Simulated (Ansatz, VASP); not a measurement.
## Two plane-wave programs on MgS

```
Mg S
1.0
     7.12543    0.00004    0.00000
     0.00002    3.56264    0.00000
     0.00000    0.00000   31.36000
Mg S
4 4
Direct
  0.00006 0.99993 0.25149
  0.50007 0.00007 0.25149
  0.24998 0.49998 0.32245
  0.74993 0.50009 0.32244
  0.24998 0.49994 0.24133
  0.75001 0.50004 0.24132
  0.50000 0.99999 0.33270
  0.99998 0.99995 0.33271
```

Change from the starting cell: cell x2, atoms moved at random (sigma 0.1 Å) and cell strained at random (1.5 %), then relaxed without symmetry.

Alike in both runs: functional PBE; dispersion D3(BJ); k mesh 2 × 4 × 1; occupations gaussian, width 0.1 eV; no spin polarisation.

Ansatz relaxed the structure, and its values are those at the end. VASP's run is a single point on that final structure, the one shown.

```csv
,VASP,Ansatz
version,VASP 6.6.1,Ansatz 0.2.0
potentials or method,"VASP PAW PBE potentials, release 64 (Mg, S), cutoff 520 eV","scalar-relativistic, plane waves, PAW"
valence electrons in the cell,32,64
```

```csv
,VASP,Ansatz,Ansatz less VASP
gap on the k mesh at the Fermi level (eV),3.41,3.42,+0.019
least direct gap on the mesh (eV),3.48,3.50,+0.020
rms of the force components (eV/Å),0.008,0.005,-0.0028
```

VASP's potentials hold 32 valence electrons a cell and Ansatz's 64, so a difference there can come from the potentials and not from the codes.

The k mesh is coarse, so the values compare programs but aren't converged.
